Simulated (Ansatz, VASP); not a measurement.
**Si: VASP beside Ansatz**

Contents of INCAR:

```
SYSTEM = Si
PREC = Accurate
ENCUT = 520
EDIFF = 1E-6
ISMEAR = 0
SIGMA = 0.03
LREAL = .False.
LASPH = .True.
NELM = 60
ALGO = Normal
ISIF = 2
LWAVE = .False.
LCHARG = .False.
NBANDS = 16
```

KPOINTS

```
regular mesh
0
Gamma
  12 12 6
  0 0 0
```

The input POSCAR:

```
Si
1.0
    4.0291929185      0.0000000000      0.0000000000
   -2.0145964593      3.4893834241      0.0000000000
    0.0000000000      0.0000000000      5.5985635602
Si
4
Direct
    0.3333333333      0.6666666667      0.0534951140
    0.6666666667      0.3333333333      0.5534951140
    0.3333333333      0.6666666667      0.4465048860
    0.6666666667      0.3333333333      0.9465048860
```

Input for Ansatz:

```yaml
crystal:
  lattice:
    - [4.0291929185, 0.0, 0.0]
    - [-2.0145964593, 3.4893834241, 0.0]
    - [0.0, 0.0, 5.5985635602]
  atoms:
    - { symbol: Si, position: [0.3333333333, 0.6666666667, 0.053495114] }
    - { symbol: Si, position: [0.6666666667, 0.3333333333, 0.553495114] }
    - { symbol: Si, position: [0.3333333333, 0.6666666667, 0.446504886] }
    - { symbol: Si, position: [0.6666666667, 0.3333333333, 0.946504886] }
basis:
  ecutwfc: 420
kpoints:
  mp_grid: { grid: [12, 12, 6] }
hamiltonian:
  xc: lda
  pseudopotentials: { kind: paw, azcp: { folder: soft_1 } }
scf:
  occupations: { method: gaussian, width: 0.03 }
output:
  forces: true
  stress: true
  eigenvalues: true
```

Alike in both runs: task single point; functional LDA; k mesh 12 × 12 × 6; occupations gaussian, width 0.03 eV; no spin polarisation.

|  | VASP | Ansatz |
| --- | --- | --- |
| version | VASP 6.6.1 | Ansatz 0.2.0 |
| potentials or method | VASP PAW LDA potentials, release 64 (Si), cutoff 520 eV | scalar-relativistic, plane waves, PAW |
| valence electrons in the cell | 16 | 16 |

```tsv
	VASP	Ansatz	Ansatz less VASP
gap on the k mesh at the Fermi level (eV)	none	none	-
pressure (GPa)	1.7	1.7	-0.06
traceless stress, the component that is largest in VASP (GPa)	23.21	23.12	-0.088
rms of the force components (eV/Å)	0.623	0.621	-0.0020
```

Ansatz warns that its potentials were made for another functional, while VASP's fit it. LDA's correlation is that of Perdew and Zunger in VASP and of Perdew and Wang (1992) in Ansatz. Atom by atom the forces differ by 0.002 eV/Å (rms over components). A gap of «none» marks a metal or a gap that the smearing closes.
